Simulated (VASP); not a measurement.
# Al5Cu: single point with PBE

Crystal: Al5Cu.

```
Al Cu
1.0
     2.83527    0.00000    0.00000
    -1.41764    2.45542    0.00000
     0.00000    0.00000   13.51612
Al Cu
5 1
Direct
  0.33333 0.66667 0.65040
  0.33333 0.66667 0.00000
  0.33333 0.66667 0.34960
  0.66667 0.33333 0.82453
  0.66667 0.33333 0.17547
  0.66667 0.33333 0.50000
```

```
Program             : VASP 6.6.1
Task                : single point
Functional          : PBE
Potentials or basis : VASP PAW PBE potentials, release 64 (Al, Cu)
Cutoff              : 520 eV
k mesh              : 18 × 18 × 4
Occupations         : gaussian, width 0.1 eV
Spin                : no spin polarisation
```

```
Pressure               : 0.1 GPa
Largest force          : 0.018 eV/Å
Band gap on the k mesh : zero (band 13 reaches 10.79 eV, above the bottom of band 14 at 6.92 eV)
```

Forces on the atoms (eV/Å):
```
Al   0.000  0.000  0.018
Al   0.000  0.000  0.000
Al   0.000  0.000 -0.018
Al   0.000  0.000  0.001
Al   0.000  0.000 -0.001
Cu   0.000  0.000  0.000
```

Stress tensor (GPa, compression positive):
```
0.08 0.00 0.00
0.00 0.08 0.00
0.00 0.00 0.18
```

Levels at points of the mesh, in eV from the Fermi level:
| k point | band 11 | band 12 | band 13 | band 14 | band 15 | band 16 |
| --- | --- | --- | --- | --- | --- | --- |
| (0.00, 0.00, 0.00) | -3.15 | -2.80 | 1.42 | 2.29 | 8.02 | 8.73 |
| (0.50, 0.00, 0.00) | -2.61 | -2.05 | -1.59 | -1.11 | -0.53 | 1.46 |
| (0.00, 0.00, 0.50) | -3.15 | -1.50 | -0.49 | 4.62 | 5.39 | 11.07 |
| (0.50, 0.00, 0.50) | -2.61 | -2.47 | -1.60 | -0.30 | 0.07 | 0.58 |

Wall time 5.9 min on 1 thread of Intel(R) Xeon(R) Platinum 8259CL CPU @ 2.50GHz (Skylake/Cascade Lake), with other jobs on the host, peak memory 0.37 GiB.
